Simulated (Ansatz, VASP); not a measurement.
# ZnS in VASP and in Ansatz

```
Zn S
1.0
     0.00000    2.78579    2.62351
     2.78579    0.00000    2.62351
     2.78579    2.78579    0.00000
Zn S
1 1
Direct
  0.00000 0.00000 0.00000
  0.75000 0.75000 0.75000
```

Change from the starting cell: strain +0.030 along x and y, -0.030 along z, atoms carried along.

Alike in both runs: task single point; functional r2SCAN; k mesh 8 × 8 × 8; occupations gaussian, width 0.05 eV; no spin polarisation.

```csv
,VASP,Ansatz
version,VASP 6.6.1,Ansatz 0.2.0
potentials or method,"VASP PAW PBE potentials, release 64 (Zn, S), cutoff 520 eV","scalar-relativistic, plane waves, PAW"
valence electrons in the cell,18,18
```

Ansatz gave:

* gap on the k mesh at the Fermi level (eV): 2.39
* least direct gap on the mesh (eV): 2.39
* pressure (GPa): -3.0
* traceless stress, the component that is largest in VASP (GPa): 1.59

Task: What did VASP give for the same quantities?

Result: gap on the k mesh at the Fermi level (eV): 2.39; least direct gap on the mesh (eV): 2.39; pressure (GPa): -2.9; traceless stress, the component that is largest in VASP (GPa): 1.61.

VASP's potentials were made for PBE, not for r2SCAN.
